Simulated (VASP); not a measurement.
# Ba8Hf8O23 (a cell with a defect) in VASP: further runs, part 3 of 3

VASP 6.6.1. Earlier steps stand in the parts before.

**4. Relaxation of the atoms, PBEsol**

The input, INCAR:

```
PREC = Accurate
ENCUT = 520
EDIFF = 1E-7
ISMEAR = -1
SIGMA = 0.05
LREAL = Auto
LASPH = T
NELM = 120
ALGO = Normal
ISIF = 2
LWAVE = F
LCHARG = F
GGA = PS
IBRION = 2
NSW = 100
EDIFFG = -0.03
NELECT = 296.0
ISYM = -1
GGA_COMPAT = F
NELMIN = 4
```

The input, KPOINTS:

```
explicit points
1
Reciprocal
  0.25000000   0.25000000   0.25000000 1
```

The input, POSCAR:

```
Ba8Hf8O23
1.0
    8.3151870000      0.0000000000      0.0000000000
    0.0000000000      8.3151870000      0.0000000000
    0.0000000000      0.0000000000      8.3151870000
Ba Hf O
8 8 23
Direct
    0.0015410000      0.9959840000      0.0002440000
    0.9985050000      0.9974790000      0.5000800000
    0.9989970000      0.5036360000      0.9998270000
    0.9991640000      0.4983180000      0.5059450000
    0.5013290000      0.0014720000      0.0031600000
    0.4981610000      0.9955160000      0.5009010000
    0.5056280000      0.4981050000      0.9993910000
    0.5030980000      0.5004470000      0.4942380000
    0.2498520000      0.2468610000      0.2491330000
    0.2484690000      0.2523350000      0.7507370000
    0.2448380000      0.7493090000      0.2490480000
    0.2522550000      0.7505920000      0.7497580000
    0.7527820000      0.2519820000      0.2479090000
    0.7482310000      0.2509200000      0.7538950000
    0.7514110000      0.7484630000      0.2456170000
    0.7481550000      0.7500790000      0.7500270000
    0.2523820000      0.2511670000      0.9967790000
    0.2509950000      0.7487570000      0.0012120000
    0.2514960000      0.7499910000      0.5008240000
    0.7517780000      0.2490560000      0.9999810000
    0.7456320000      0.2520940000      0.5040850000
    0.7525480000      0.7524310000      0.9980590000
    0.7534800000      0.7483880000      0.4954930000
    0.9988220000      0.2510590000      0.2515900000
    0.0020450000      0.2512370000      0.7525110000
    0.0011880000      0.7499940000      0.2499300000
    0.0004430000      0.7500690000      0.7543090000
    0.4970730000      0.2448800000      0.2474800000
    0.5007890000      0.2512320000      0.7487990000
    0.5012730000      0.7471420000      0.2505260000
    0.5023040000      0.7480160000      0.7473820000
    0.2490830000      0.0001810000      0.2493810000
    0.2536890000      0.0034420000      0.7532040000
    0.2513820000      0.5024690000      0.2525750000
    0.2483590000      0.4986290000      0.7492840000
    0.7509710000      0.0055310000      0.2504080000
    0.7502340000      0.0000960000      0.7513480000
    0.7527580000      0.5008880000      0.2467300000
    0.7505960000      0.4973990000      0.7489930000
```

Potentials or basis: VASP PAW PBE potentials, release 64 (Ba_sv, Hf_pv, O).

Command:

```bash
$ cat potpaw_PBE.64/Ba_sv/POTCAR potpaw_PBE.64/Hf_pv/POTCAR potpaw_PBE.64/O/POTCAR > POTCAR
$ mpirun -np 1 vasp_std > vasp.out
```

OUTCAR:

```text
PREC = Accurate
   ENCUT = 520
   EDIFF = 1E-7
   ISMEAR = -1
   LREAL = Auto
   LASPH = T
   NELM = 120
   ISIF = 2
   GGA = PS
   IBRION = 2
   NSW = 100
   EDIFFG = -0.03
   NELECT = 296.0
   ISYM = -1
   NELMIN = 4

 ion  position               nearest neighbor table
   1  0.002  0.996  0.000-  27 2.89  22 2.90  26 2.91  18 2.92  32 2.92  33 2.94  37 2.94  36 2.95
                            20 2.96  25 2.96  17 2.98  24 2.98  11 3.55  15 3.57  12 3.58   9 3.59
   2  0.999  0.997  0.500-  23 2.91  36 2.92  26 2.93  37 2.94  19 2.94  32 2.95  27 2.95  24 2.95
                            25 2.98  21 2.98  33 2.99  11 3.58  16 3.59  12 3.60  15 3.60   9 3.61
   3  0.999  0.504  1.000-  27 2.89  38 2.90  22 2.91  26 2.92  18 2.92  39 2.94  25 2.94  35 2.94
                            20 2.95  24 2.97  34 2.97  17 2.97  15 3.54  11 3.56  13 3.58  16 3.59
   4  0.999  0.498  0.506-  39 2.89  35 2.90  25 2.90  23 2.92  21 2.94  27 2.94  24 2.95  19 2.96
                            34 2.97  38 2.97  26 2.99  10 3.55  14 3.58  16 3.59  12 3.60  13 3.61
   5  0.501  0.001  0.003-  28 2.87  36 2.92  33 2.93  20 2.93  32 2.93  17 2.93  22 2.94  37 2.94
                            30 2.95  18 2.96  29 2.96  31 2.99   9 3.57  14 3.58  15 3.58  13 3.59
   6  0.498  0.996  0.501-  19 2.89  31 2.90  33 2.92  30 2.93  32 2.94  37 2.95  23 2.95  28 2.96
                            36 2.96  29 2.96  21 2.96  12 3.55  16 3.57   9 3.61  11 3.61  15 3.63
   7  0.506  0.498  0.999-  38 2.91  20 2.91  39 2.91  29 2.93  30 2.94  17 2.94  22 2.95  28 2.95
                            31 2.95  18 2.97  35 2.98  34 2.98  14 3.53  13 3.56  15 3.56  16 3.57
   8  0.503  0.500  0.494-  30 2.88  21 2.89  34 2.90  38 2.92  23 2.93  31 2.94  19 2.95  39 2.95
                            28 2.95  29 2.96  35 3.00  13 3.57  15 3.58  16 3.60   9 3.61  11 3.61
   9  0.250  0.247  0.249-  32 2.05  28 2.06  24 2.09  17 2.10  34 2.13   5 3.57   1 3.59   6 3.61
                             2 3.61   8 3.61   7 3.63   3 3.63   4 3.64
  10  0.248  0.252  0.751-  17 2.05  35 2.05  25 2.05  33 2.07  29 2.10   4 3.55   3 3.60   7 3.61
                             1 3.61   2 3.63   5 3.63   6 3.63   8 3.65
  11  0.245  0.749  0.249-  26 2.03  34 2.05  18 2.06  32 2.09  19 2.09  30 2.13   1 3.55   3 3.56
                             2 3.58   6 3.61   8 3.61   4 3.62   5 3.62   7 3.66
  12  0.252  0.751  0.750-  19 2.07  31 2.08  18 2.09  27 2.09  35 2.10  33 2.10   6 3.55   1 3.58
                             4 3.60   3 3.60   2 3.60   5 3.62   7 3.63   8 3.63
  13  0.753  0.252  0.248-  24 2.05  36 2.05  20 2.06  38 2.07  28 2.13  21 2.13   7 3.56   8 3.57
                             3 3.58   5 3.59   4 3.61   2 3.61   1 3.61   6 3.67
  14  0.748  0.251  0.754-  20 2.05  39 2.05  29 2.06  21 2.08  37 2.09  25 2.11   7 3.53   5 3.58
                             4 3.58   3 3.60   8 3.62   1 3.62   2 3.64   6 3.64
  15  0.751  0.748  0.246-  38 2.06  22 2.06  26 2.08  23 2.08  30 2.08  36 2.14   3 3.54   7 3.56
                             1 3.57   8 3.58   5 3.58   2 3.60   6 3.63   4 3.64
  16  0.748  0.750  0.750-  31 2.04  22 2.06  37 2.08  27 2.10  39 2.10  23 2.12   7 3.57   6 3.57
                             4 3.59   3 3.59   2 3.59   1 3.60   8 3.60   5 3.61
  17  0.252  0.251  0.997-  10 2.05   9 2.10   5 2.93   7 2.94   3 2.97   1 2.98
  18  0.251  0.749  0.001-  11 2.06  12 2.09   1 2.92   3 2.92   5 2.96   7 2.97
  19  0.251  0.750  0.501-  12 2.07  11 2.09   6 2.89   2 2.94   8 2.95   4 2.96
  20  0.752  0.249  1.000-  14 2.05  13 2.06   7 2.91   5 2.93   3 2.95   1 2.96
  21  0.746  0.252  0.504-  14 2.08  13 2.13   8 2.89   4 2.94   6 2.96   2 2.98
[... 16 lines left out ...]
  38  0.753  0.501  0.247-  15 2.06  13 2.07   3 2.90   7 2.91   8 2.92   4 2.97
  39  0.751  0.497  0.749-  14 2.05  16 2.10   4 2.89   7 2.91   3 2.94   8 2.95

IMPORTANT INFORMATION: All symmetrisations will be switched off!
NOSYMM: (Re-)initialisation of all symmetry stuff for point group C_1.

----------------------------------------------------------------------------------------

                                     Primitive cell

  volume of cell :     574.9314

  direct lattice vectors                    reciprocal lattice vectors
     8.315187000  0.000000000  0.000000000     0.120261877  0.000000000  0.000000000
     0.000000000  8.315187000  0.000000000     0.000000000  0.120261877  0.000000000
     0.000000000  0.000000000  8.315187000     0.000000000  0.000000000  0.120261877
[... 130 lines left out ...]
   EFERMI =   0.00;   METHOD = LEGACY
   ISMEAR =    -1;   SIGMA  =   0.05  broadening in eV -4-tet -1-fermi 0-gaus
   EFERMI_NEDOS =   21; number of points for ismear=-14 and -15
   IALGO  =     38    algorithm
   IMIX   =      4    mixing-type and parameters
     AMIX     =   0.40;   BMIX     =  1.00
     AMIX_MAG =   1.60;   BMIX_MAG =  1.00
  volume/ion in A,a.u.               =      14.74        99.48
  Fermi-wavevector in a.u.,A,eV,Ry     =   1.312099  2.479508 23.423853  1.721605
  Thomas-Fermi vector in A             =   2.442515
   LORBIT       =      0    0 simple, 1 ext, 2 COOP (PROOUT), +10 PAW based schemes
   GGA     = PS    functional components
   LHFCALC =     F    Hartree Fock is set to
   AEXX    =    0.0000 exact exchange contribution
   IVDW    =     0    specifies the selected vdW correction
   LEPSILON=     F    determine dielectric tensor
   LRPA    =     F    only Hartree local field effects (RPA)
 conjugate gradient relaxation of ions
 non-spin polarized calculation
  energy-cutoff  :      520.00
  volume of cell :      574.93
 maximum number of plane-waves:     15468
 NGX is ok and might be reduce to    64
   NGX = 31   NGY = 31   NGZ = 31

--------------------------------------- Ionic step        1  -------------------------------------------

 number of electron     296.0000010 magnetization

 Free energy of the ion-electron system (eV)
  ---------------------------------------------------
  ext. energy  EPLUGINS =         0.00000000
  ---------------------------------------------------
  free energy    TOTEN  =      -360.26057331 eV

  energy without entropy =     -360.26027012  energy(sigma->0) =     -360.26042172

------------------------ aborting loop because EDIFF is reached ----------------------------------------

  FORCE on cell =-STRESS in cart. coord.  units (eV):
  Direction    XX          YY          ZZ          XY          YZ          ZX
  --------------------------------------------------------------------------------------
  -------------------------------------------------------------------------------------
  Total      -15.3953862    -15.4269411    -20.7446737     -1.7784949     -1.7669817     -2.0973540
  in kB      -42.9027478    -42.9906829    -57.8097550     -4.9561809     -4.9240967     -5.8447542
  external PRESSURE =     -47.9010619 kB  Pullay stress =       0.0000000 kB
[... 200 lines left out ...]
  FREE ENERGIE OF THE ION-ELECTRON SYSTEM (eV)
  ---------------------------------------------------
  free  energy   TOTEN  =      -361.7320000958 eV

  energy  without entropy=     -361.7320000955  energy(sigma->0) =     -361.73200010

[... ionic steps 4 to 15 ...]

--------------------------------------- Ionic step       16  -------------------------------------------

 number of electron     296.0000074 magnetization

------------------------ aborting loop because EDIFF is reached ----------------------------------------
[... 141 lines left out ...]
--------------------------------------- Ionic step       18  -------------------------------------------

 number of electron     296.0000074 magnetization

 Free energy of the ion-electron system (eV)
  ---------------------------------------------------
  ext. energy  EPLUGINS =         0.00000000
  ---------------------------------------------------
  free energy    TOTEN  =      -362.08985716 eV

  energy without entropy =     -362.08985716  energy(sigma->0) =     -362.08985716

 E-fermi :   3.4372     XC(G=0): -10.9855

 val. band max:        2.1389139535   @ k =   0.2500   0.2500   0.2500
 cond. band min:       5.0047638495   @ k =   0.2500   0.2500   0.2500
 fundamental gap:      2.8658498960
 Fermi energy:         3.4371722772

 k-point     1 :       0.2500    0.2500    0.2500
  band No.  band energies     occupation
      1     -27.2472      2.00000
      2     -27.0720      2.00000
      3     -26.7597      2.00000
      4     -26.7578      2.00000
      5     -26.7516      2.00000
      6     -26.7497      2.00000
[... 152 lines left out ...]
    159       7.7288      0.00000
    160       7.9758      0.00000
 [bands above 160 left out]

------------------------ aborting loop because EDIFF is reached ----------------------------------------

  FORCE on cell =-STRESS in cart. coord.  units (eV):
  Direction    XX          YY          ZZ          XY          YZ          ZX
  --------------------------------------------------------------------------------------
  -------------------------------------------------------------------------------------
  Total      -16.6395266    -16.6407456    -11.5837277     -1.6843010     -1.8928774     -1.8934514
  in kB      -46.3698283    -46.3732252    -32.2806937     -4.6936881     -5.2749336     -5.2765333
  external PRESSURE =     -41.6745824 kB  Pullay stress =       0.0000000 kB
[... 54 lines left out ...]
  FREE ENERGIE OF THE ION-ELECTRON SYSTEM (eV)
  ---------------------------------------------------
  free  energy   TOTEN  =      -362.0898571571 eV

  energy  without entropy=     -362.0898571571  energy(sigma->0) =     -362.08985716

 reached required accuracy - stopping structural energy minimisation
```

It took 25 min on 1 thread of Intel Xeon 6975P-C (Granite Rapids), shared host; peak memory 0.7 GiB.

What came out:

* Free energy: -362.0899 eV
* Energy gained by relaxing: 46.9 meV/atom
* Ionic steps: 18
* Largest force after relaxing: 0.026 eV/Å

Forces in eV/Å, atoms in the order of the input:
```
Ba  -0.004 -0.006  0.003
Ba  -0.006 -0.001  0.001
Ba  -0.002  0.010  0.002
Ba  -0.005  0.002  0.006
Ba   0.003 -0.001  0.001
Ba  -0.005 -0.002  0.001
Ba   0.007  0.007  0.003
Ba  -0.002  0.001 -0.007
Hf   0.004 -0.007  0.008
Hf   0.006 -0.006  0.002
Hf   0.004 -0.002 -0.010
Hf  -0.002  0.004  0.009
Hf   0.007 -0.009 -0.005
Hf  -0.009 -0.003  0.005
Hf  -0.014  0.002 -0.012
Hf   0.000  0.004  0.016
O    0.007 -0.008 -0.024
O   -0.007  0.002  0.000
O    0.000 -0.005  0.007
O    0.003  0.004  0.004
O    0.006 -0.005  0.006
O    0.001 -0.006  0.002
O   -0.001  0.001 -0.003
O   -0.010  0.005  0.001
O   -0.003  0.005  0.000
O   -0.002  0.005 -0.002
O   -0.001 -0.006  0.007
O    0.002  0.002 -0.003
O    0.009 -0.006 -0.003
O    0.010 -0.006 -0.016
O   -0.002  0.002  0.011
O   -0.001 -0.007  0.004
O   -0.002 -0.002 -0.004
O    0.000  0.022 -0.010
O    0.000  0.005 -0.002
O    0.001  0.017 -0.010
O    0.006  0.000  0.015
O    0.005  0.001 -0.005
O   -0.003 -0.012  0.002
```

Step by step:
```
step  energy change (eV)  largest force (eV/Å)  pressure (GPa)
   1              0.0000                4.6667           -4.79
   2             -1.3231                2.9759           -3.12
   3             -1.4714                0.6597           -3.66
   4             -1.6447                0.4542           -3.75
   5             -1.6941                0.6398           -3.76
   6             -1.7543                1.0144           -3.93
   7             -1.7600                0.6747           -3.90
   8             -1.7836                0.6930           -3.99
   9             -1.7859                0.3865           -3.98
  10             -1.8147                0.1978           -4.05
  11             -1.8184                0.2421           -4.08
  12             -1.8262                0.1760           -4.17
  13             -1.8263                0.1535           -4.16
  14             -1.8281                0.1485           -4.18
  15             -1.8283                0.0928           -4.17
  16             -1.8287                0.1281           -4.17
  17             -1.8288                0.0602           -4.17
  18             -1.8293                0.0258           -4.17
```

Final structure:
```
Ba Hf O
1.0
     8.31519    0.00000    0.00000
     0.00000    8.31519    0.00000
     0.00000    0.00000    8.31519
Ba Hf O
8 8 23
Direct
  0.99201 0.99138 0.99993
  0.99297 0.99199 0.49909
  0.99233 0.50792 0.99991
  0.99282 0.50763 0.49983
  0.50862 0.99167 0.99999
  0.50856 0.99200 0.49997
  0.50912 0.50845 0.99993
  0.50847 0.50761 0.50101
  0.25060 0.25012 0.23300
  0.25030 0.24992 0.76730
  0.25077 0.74953 0.25303
  0.25054 0.75006 0.74703
  0.75020 0.24994 0.25295
  0.75083 0.24981 0.74698
  0.75063 0.74972 0.24959
  0.75074 0.75000 0.75027
  0.24976 0.25129 0.00021
  0.25141 0.74881 0.00005
  0.25001 0.75076 0.50002
  0.75067 0.24918 0.99994
  0.75000 0.25072 0.49995
  0.75006 0.75063 0.99994
  0.75114 0.74943 0.49996
  0.00649 0.25033 0.26748
  0.00596 0.24895 0.73329
  0.00079 0.74925 0.24684
  0.00079 0.75063 0.75313
  0.49509 0.24986 0.26615
  0.49451 0.25001 0.73353
  0.50045 0.74995 0.24820
  0.50052 0.74949 0.75178
  0.25081 0.00570 0.26617
  0.25060 0.00537 0.73463
  0.25125 0.49417 0.26775
  0.24959 0.49395 0.73231
  0.75084 0.99982 0.24819
  0.75013 0.00008 0.75158
  0.75016 0.49964 0.24669
  0.75120 0.49988 0.75317
```

Caveat: the cell carries a net charge on a neutralising background, which shifts energy and pressure; the cell is charged against a uniform background, so pressure and absolute levels hang on convention; the PAW data sets were made with another functional, which shifts forces and pressure a little; spin-orbit coupling is left out, which moves the levels of the heavy elements.
